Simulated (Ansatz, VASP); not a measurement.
**GaAs3 in VASP and in Ansatz**

```
CELL_PARAMETERS angstrom
4.97823 0.00000 0.00000
0.00000 4.97823 0.00000
0.00000 0.00000 4.97823
ATOMIC_POSITIONS crystal
Ga 0.50000 0.50000 0.50000
As 0.00000 0.50000 0.50000
As 0.50000 0.00000 0.50000
As 0.50000 0.50000 0.00000
```

Alike in both runs: functional PBE; k mesh 4 × 4 × 4; occupations gaussian, width 0.1 eV; no spin polarisation.

Ansatz relaxed the structure, and its values are those at the end. VASP's run is a single point on that final structure, the one shown.

|  | VASP | Ansatz |
| --- | --- | --- |
| version | VASP 6.6.1 | Ansatz 0.2.0 |
| potentials or method | VASP PAW PBE potentials, release 64 (Ga_d, As), cutoff 520 eV | scalar-relativistic, plane waves, PAW |
| valence electrons in the cell | 28 | 58 |

```csv
,VASP,Ansatz,Ansatz less VASP
gap on the k mesh at the Fermi level (eV),none,none,-
pressure (GPa),0.2,0.1,-0.08
```

A gap of «none» marks a metal or a gap that the smearing closes. The functional is the same, so the differences come from potentials, cutoffs and numerics. VASP's potentials hold 28 valence electrons a cell and Ansatz's 58, so a difference there can come from the potentials and not from the codes.
